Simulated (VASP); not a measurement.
Set up this calculation in VASP 6.6.1, as the native input.

* Task: single point
* Functional: r2SCAN
* Potentials or basis: VASP PAW PBE potentials, release 64 (Al, N)
* Cutoff: 520 eV
* k mesh: 12 × 12 × 6
* Occupations: gaussian, width 0.05 eV
* Spin: no spin polarisation
* Dipole correction: no
* Further INCAR settings: ALGO = Normal; EDIFF = 1e-07; NBANDS = 16

The system is AlN.

```xyz
4
Lattice="3.1067 0.0000 0.0000 -1.5533 2.6905 0.0000 0.0000 0.0000 4.9784" Properties=species:S:1:pos:R:3 pbc="T T T"
Al    0.0000    1.7936    0.0084
Al    1.5533    0.8968    2.4976
N    -0.0866    1.7070    1.8217
N     1.5533    0.8968    4.3975
```

This cell differs from its parent crystal: atom 3 (N) moved -0.150 Å along Cartesian [1 1 1].

One way to write it, as run:

POSCAR

```
AlN
1.0
    3.1066653386      0.0000000000      0.0000000000
   -1.5533326693      2.6904511043      0.0000000000
    0.0000000000      0.0000000000      4.9784048354
Al N
2 2
Direct
    0.3333333333      0.6666666667      0.0016929024
    0.6666666667      0.3333333333      0.5016929024
    0.2893625397      0.6344778117      0.3659114572
    0.6666666667      0.3333333333      0.8833070976
```

INCAR.step1

```
PREC = Accurate
ENCUT = 520
ISMEAR = 0
SIGMA = 0.05
LREAL = False
LASPH = True
NELM = 100
NBANDS = 16
GGA = PE
ALGO = Normal
EDIFF = 1E-4
LWAVE = True
LCHARG = False
```

INCAR.step2

```
PREC = Accurate
ENCUT = 520
EDIFF = 1E-7
ISMEAR = 0
SIGMA = 0.05
LREAL = False
LASPH = True
NELM = 100
ALGO = Normal
ISIF = 2
LWAVE = False
LCHARG = True
METAGGA = R2SCAN
LMIXTAU = True
LELF = True
LVHAR = True
NBANDS = 16
ISTART = 1
```

KPOINTS

```
Automatic mesh
0
Gamma
  12 12 6
```

Potentials or basis: VASP PAW PBE potentials, release 64 (Al, N).

The run is started by

```bash
$ cat potpaw_PBE.64/Al/POTCAR potpaw_PBE.64/N/POTCAR > POTCAR
$ cp INCAR.step1 INCAR
$ mpirun -np 1 vasp_std > vasp.out
$ cp INCAR.step2 INCAR
$ mpirun -np 1 vasp_std > vasp.out
```

Results of the run:

```yaml
Pressure: 1.3 GPa
Largest_force: 2.643 eV/Å
Band_gap_on_the_k_mesh: 4.88 eV
```

Caveat: the cell differs from its parent crystal (atom 3 (N) moved -0.150 Å along Cartesian [1 1 1]); the stress differs along the axes, from -4 to 5 GPa; the PAW data sets were made with another functional, which shifts forces and pressure a little.

Wall time 6 min on 1 thread of Intel(R) Xeon(R) 6975P-C (Granite Rapids) (shared host), peak memory 0.35 GiB.
